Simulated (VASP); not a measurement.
# CdF2 (Fm-3m) in VASP: further runs

Aim: see how the results for CdF2 move with the level of theory and the settings. Levels: PBE-based screened hybrid with 30 % exact exchange, HSE06. Tasks: single point.

All numbers are computed with VASP 6.6.1; they aren't measurements. Logs are shortened: lines on timing, memory, paths and dates and some standing lists are left out, and cuts for length are marked.

## 1. The cell of the first run

It takes space group Fm-3m (No. 225, cubic). Conventional cell: a = 5.388 Å, b = 5.388 Å, c = 5.388 Å, α = 90.00°, β = 90.00°, γ = 90.00°. Cd (site symmetry m-3m) has 8 F at 2.33 Å within 3.1 Å. F (site symmetry -43m) has 4 Cd at 2.33 Å and 6 F at 2.69 Å within 3.1 Å.

## 2. Single point, PBE-based screened hybrid with 30 % exact exchange

POSCAR reads:

```
CdF2
1.0
    0.0000000000      2.6941776810      2.6941776810
    2.6941776810      0.0000000000      2.6941776810
    2.6941776810      2.6941776810      0.0000000000
Cd F
1 2
Direct
    0.0000000000      0.0000000000      0.0000000000
    0.2500000000      0.2500000000      0.2500000000
    0.7500000000      0.7500000000      0.7500000000
```

INCAR.step1 reads:

```
SYSTEM = CdF2
PREC = Accurate
ENCUT = 520
EDIFF = 1E-5
ISMEAR = 0
SIGMA = 0.01
LREAL = .FALSE.
LASPH = .TRUE.
NELM = 60
ALGO = Normal
ISIF = 2
LWAVE = .TRUE.
LCHARG = .FALSE.
GGA = PE
NBANDS = 20
```

INCAR.step2 reads:

```
SYSTEM = CdF2
PREC = Accurate
ENCUT = 520
EDIFF = 1E-6
ISMEAR = 0
SIGMA = 0.01
LREAL = .FALSE.
LASPH = .TRUE.
NELM = 60
ALGO = Normal
ISIF = 2
LWAVE = .FALSE.
LCHARG = .FALSE.
GGA = PE
LHFCALC = .TRUE.
AEXX = 0.3
HFSCREEN = 0.5
PRECFOCK = Normal
ISTART = 1
NBANDS = 20
```

KPOINTS reads:

```
regular mesh
0
G
  4 4 4
  0 0 0
```

Potentials or basis: VASP PAW PBE potentials, release 64 (Cd, F).

On the command line:

```sh
$ cat potpaw_PBE.64/Cd/POTCAR potpaw_PBE.64/F/POTCAR > POTCAR
$ cp INCAR.step1 INCAR
$ mpirun -np 1 vasp_std > vasp.out
$ cp INCAR.step2 INCAR
$ mpirun -np 1 vasp_std > vasp.out
```

OUTCAR:

```text
SYSTEM = CdF2
   PREC = Accurate
   ENCUT = 520
   EDIFF = 1E-6
   ISMEAR = 0
   LREAL = .FALSE.
   LASPH = .TRUE.
   NELM = 60
   ISIF = 2
   GGA = PE
   LHFCALC = .TRUE.
   AEXX = 0.3
   HFSCREEN = 0.5
   PRECFOCK = Normal
   ISTART = 1

 ion  position               nearest neighbor table
   1  0.000  0.000  0.000-   2 2.33   3 2.33   3 2.33   3 2.33   3 2.33   2 2.33   2 2.33   2 2.33

   2  0.250  0.250  0.250-   1 2.33   1 2.33   1 2.33   1 2.33
   3  0.750  0.750  0.750-   1 2.33   1 2.33   1 2.33   1 2.33

  LATTYP: Found a face centered cubic cell.
 ALAT       =     5.3883553620

  Lattice vectors:

 A1 = (   0.0000000000,   2.6941776810,   2.6941776810)
 A2 = (   2.6941776810,   0.0000000000,   2.6941776810)
 A3 = (   2.6941776810,   2.6941776810,   0.0000000000)

Analysis of symmetry for initial positions (statically):
=====================================================================
 Subroutine PRICEL returns:
 Original cell was already a primitive cell.

 Routine SETGRP: Setting up the symmetry group for a
 face centered cubic supercell.

 Subroutine GETGRP returns: Found 48 space group operations
 (whereof 48 operations were pure point group operations)
 out of a pool of 48 trial point group operations.

The static configuration has the point symmetry O_h .

Analysis of symmetry for dynamics (positions and initial velocities):
=====================================================================
 Subroutine PRICEL returns:
 Original cell was already a primitive cell.

 Routine SETGRP: Setting up the symmetry group for a
 face centered cubic supercell.

 Subroutine GETGRP returns: Found 48 space group operations
 (whereof 48 operations were pure point group operations)
 out of a pool of 48 trial point group operations.

The dynamic configuration has the point symmetry O_h .

 Subroutine INISYM returns: Found 48 space group operations
 (whereof 48 operations are pure point group operations),
 and found     1 'primitive' translations

----------------------------------------------------------------------------------------

                                     Primitive cell
[... 76 lines left out ...]
   EDIFF  = 0.1E-05   stopping-criterion for ELM
   LREAL  =      F    real-space projection
   EDIFFG = 0.1E-04   stopping-criterion for IOM
   NSW    =      0    number of steps for IOM
   IBRION =     -1    ionic relax: 0-MD 1-quasi-New 2-CG
   NFREE  =      0    steps in history (QN), initial steepest desc. (CG)
   ISIF   =      2    stress and relaxation
   ISYM   =      3    0-nonsym 1-usesym 2-fastsym
   POTIM  = 0.5000    time-step for ionic-motion
   TEBEG  =    0.0;   TEEND  =   0.0 temperature during run
   PSTRESS=    0.0 pullay stress
   NELECT =      26.0000    total number of electrons
   NUPDOWN=      -1.0000    fix difference up-down
   EMIN   =  10.00;   EMAX   =-10.00  energy-range for DOS
   EFERMI =   0.00;   METHOD = LEGACY
   ISMEAR =     0;   SIGMA  =   0.01  broadening in eV -4-tet -1-fermi 0-gaus
   EFERMI_NEDOS =   21; number of points for ismear=-14 and -15
   IALGO  =     38    algorithm
   IMIX   =      1    mixing-type and parameters
     AMIX     =   0.40;   BMIX     =  1.00
     AMIX_MAG =   1.60;   BMIX_MAG =  1.00
  volume/ion in A,a.u.               =      13.04        87.98
  Fermi-wavevector in a.u.,A,eV,Ry     =   1.428772  2.699988 27.774804  2.041391
  Thomas-Fermi vector in A             =   2.548798
   LORBIT       =      0    0 simple, 1 ext, 2 COOP (PROOUT), +10 PAW based schemes
   GGA     = PE    functional components
   LHFCALC =     T    Hartree Fock is set to
   PRECFOCK=normal    Normal, Fast or Accurate (Low or Medium for compatibility)
   ENCUT4O =  -1.0   cutoff for four orbital integrals eV
   NKREDX  =     1    reduce k-point grid by
   NKREDY  =     1    reduce k-point grid by
   NKREDZ  =     1    reduce k-point grid by
   AEXX    =    0.3000 exact exchange contribution
   HFSCREEN=    0.5000 screening length (either q_TF or 0.3 A-1)
   HFSCREENC=   0.5000 screening length for correlation (either q_TF or 0.3 A-1)
   ENCUTFOCK=  -1.0 apply spherical cutoff to Coloumb kernel
   IVDW    =     0    specifies the selected vdW correction
   LEPSILON=     F    determine dielectric tensor
   LRPA    =     F    only Hartree local field effects (RPA)
 non-spin polarized calculation
 Gauss-broadening in eV      SIGMA  =   0.01
  energy-cutoff  :      520.00
  volume of cell :       39.11
 maximum number of plane-waves:      1067
  NGX = 24; NGY = 24; NGZ = 24

 number of electron      25.9999990 magnetization

 Free energy of the ion-electron system (eV)
  ---------------------------------------------------
  ext. energy  EPLUGINS =         0.00000000
  ---------------------------------------------------
  free energy    TOTEN  =       -13.91391512 eV

  energy without entropy =      -13.91391512  energy(sigma->0) =      -13.91391512

 E-fermi :  -2.5318     XC(G=0):  -8.6312

 val. band max:       -2.6278623241   @ k =  -0.2500   0.5000   0.2500
 cond. band min:       2.0778149999   @ k =   0.0000   0.0000   0.0000
 fundamental gap:      4.7056773240
 Fermi energy:        -2.5318328820

 k-point     1 :       0.0000    0.0000    0.0000
  band No.  band energies     occupation
      1     -25.2552      2.00000
      2     -24.1325      2.00000
      3      -8.6444      2.00000
      4      -8.6444      2.00000
      5      -8.6444      2.00000
      6      -7.3699      2.00000
[... 173 lines left out ...]
     19      18.4223      0.00000
     20      20.6293      0.00000

------------------------ aborting loop because EDIFF is reached ----------------------------------------

  FORCE on cell =-STRESS in cart. coord.  units (eV):
  Direction    XX          YY          ZZ          XY          YZ          ZX
  --------------------------------------------------------------------------------------
  -------------------------------------------------------------------------------------
  Total        0.6281676      0.6281676      0.6281676      0.0000000      0.0000000      0.0000000
  in kB       25.7322297     25.7322297     25.7322297      0.0000000      0.0000000      0.0000000
  external PRESSURE =      25.7322297 kB  Pullay stress =       0.0000000 kB

 VOLUME and BASIS-vectors are now :
 -----------------------------------------------------------------------------
  energy-cutoff  :      520.00
  volume of cell :       39.11
      direct lattice vectors                 reciprocal lattice vectors
     0.000000000  2.694177681  2.694177681    -0.185585384  0.185585384  0.185585384
     2.694177681  0.000000000  2.694177681     0.185585384 -0.185585384  0.185585384
     2.694177681  2.694177681  0.000000000     0.185585384  0.185585384 -0.185585384

 POSITION                                       TOTAL-FORCE (eV/Angst)
 -----------------------------------------------------------------------------------
      0.00000      0.00000      0.00000         0.000000     -0.000000      0.000000
      1.34709      1.34709      1.34709        -0.000000     -0.000000     -0.000000
      4.04127      4.04127      4.04127        -0.000000      0.000000     -0.000000
 -----------------------------------------------------------------------------------
    total drift:                               -0.000004     -0.000006     -0.000006

  FREE ENERGIE OF THE ION-ELECTRON SYSTEM (eV)
  ---------------------------------------------------
  free  energy   TOTEN  =       -13.9139151238 eV

  energy  without entropy=      -13.9139151238  energy(sigma->0) =      -13.91391512
```

OUTCAR.step1:

```text
SYSTEM = CdF2
   PREC = Accurate
   ENCUT = 520
   EDIFF = 1E-5
   ISMEAR = 0
   LREAL = .FALSE.
   LASPH = .TRUE.
   NELM = 60
[... 389 lines left out ...]
      0.00000      0.00000      0.00000         0.000000      0.000000     -0.000000
      1.34709      1.34709      1.34709         0.000000     -0.000000     -0.000000
      4.04127      4.04127      4.04127        -0.000000      0.000000      0.000000
 -----------------------------------------------------------------------------------
    total drift:                                0.000000      0.000000      0.000000

  FREE ENERGIE OF THE ION-ELECTRON SYSTEM (eV)
  ---------------------------------------------------
  free  energy   TOTEN  =       -10.8587524071 eV

  energy  without entropy=      -10.8587524071  energy(sigma->0) =      -10.85875241
```

Run time: 5.1 min. Hardware: 1 thread of Intel Xeon 6975P-C (Granite Rapids), shared host; peak memory 0.27 GiB.

What came out:

* Free energy: -13.9139 eV
* Pressure: 2.6 GPa
* Band gap on the k mesh: 4.71 eV (least direct gap 5.29 eV)

Caveat: the k points lie up to 0.50 Å⁻¹ apart; the PAW data sets were made with another functional, which shifts forces and pressure a little. A k mesh can miss the band edges.

## 3. Single point, HSE06

POSCAR is that of step 2.

INCAR.step1 reads:

```
PREC = Accurate
ENCUT = 520
EDIFF = 1E-5
ISMEAR = 0
SIGMA = 0.01
LREAL = False
LASPH = True
NELM = 60
ALGO = Normal
ISIF = 2
LWAVE = True
LCHARG = False
NBANDS = 20
GGA = PE
```

INCAR.step2 reads:

```
PREC = Accurate
ENCUT = 520
EDIFF = 1E-6
ISMEAR = 0
SIGMA = 0.01
LREAL = False
LASPH = True
NELM = 60
ALGO = Normal
ISIF = 2
LWAVE = False
LCHARG = False
GGA = PE
LHFCALC = True
HFSCREEN = 0.2079
PRECFOCK = Normal
NBANDS = 20
ISTART = 1
```

KPOINTS reads:

```
regular mesh
0
Gamma
  4 4 4
```

Potentials or basis: VASP PAW PBE potentials, release 64 (Cd, F).

On the command line:

```sh
$ cat potpaw_PBE.64/Cd/POTCAR potpaw_PBE.64/F/POTCAR > POTCAR
$ cp INCAR.step1 INCAR
$ mpirun -np 1 vasp_std > vasp.out
$ cp INCAR.step2 INCAR
$ mpirun -np 1 vasp_std > vasp.out
```

OUTCAR:

```text
PREC = Accurate
   ENCUT = 520
   EDIFF = 1E-6
   ISMEAR = 0
   LREAL = False
   LASPH = True
   NELM = 60
   ISIF = 2
   GGA = PE
   LHFCALC = True
   HFSCREEN = 0.2079
   PRECFOCK = Normal
   ISTART = 1

 ion  position               nearest neighbor table
   1  0.000  0.000  0.000-   2 2.33   3 2.33   3 2.33   3 2.33   3 2.33   2 2.33   2 2.33   2 2.33

   2  0.250  0.250  0.250-   1 2.33   1 2.33   1 2.33   1 2.33
   3  0.750  0.750  0.750-   1 2.33   1 2.33   1 2.33   1 2.33

  LATTYP: Found a face centered cubic cell.
[... 367 lines left out ...]

  FORCE on cell =-STRESS in cart. coord.  units (eV):
  Direction    XX          YY          ZZ          XY          YZ          ZX
  --------------------------------------------------------------------------------------
  -------------------------------------------------------------------------------------
  Total        0.6480361      0.6480361      0.6480361      0.0000000      0.0000000     -0.0000000
  in kB       26.5461200     26.5461200     26.5461200      0.0000000      0.0000000     -0.0000000
  external PRESSURE =      26.5461200 kB  Pullay stress =       0.0000000 kB

 VOLUME and BASIS-vectors are now :
 -----------------------------------------------------------------------------
  energy-cutoff  :      520.00
  volume of cell :       39.11
      direct lattice vectors                 reciprocal lattice vectors
     0.000000000  2.694177681  2.694177681    -0.185585384  0.185585384  0.185585384
     2.694177681  0.000000000  2.694177681     0.185585384 -0.185585384  0.185585384
     2.694177681  2.694177681  0.000000000     0.185585384  0.185585384 -0.185585384

 POSITION                                       TOTAL-FORCE (eV/Angst)
 -----------------------------------------------------------------------------------
      0.00000      0.00000      0.00000         0.000000      0.000000      0.000000
      1.34709      1.34709      1.34709         0.000000      0.000000     -0.000000
      4.04127      4.04127      4.04127        -0.000000     -0.000000      0.000000
 -----------------------------------------------------------------------------------
    total drift:                               -0.000000     -0.000000     -0.000000

  FREE ENERGIE OF THE ION-ELECTRON SYSTEM (eV)
  ---------------------------------------------------
  free  energy   TOTEN  =       -14.3624035877 eV

  energy  without entropy=      -14.3624035877  energy(sigma->0) =      -14.36240359
```

Run time: 5.2 min. Hardware: 1 thread of Intel Xeon 6975P-C (Granite Rapids), shared host; peak memory 0.26 GiB.

Results:

```yaml
Free_energy: -14.3624 eV
Pressure: 2.7 GPa
Band_gap_on_the_k_mesh: 5.16 eV (least direct gap 5.74 eV)
```

Caveat: the k points lie up to 0.50 Å⁻¹ apart; the PAW data sets were made with another functional, which shifts forces and pressure a little. A k mesh can miss the band edges.
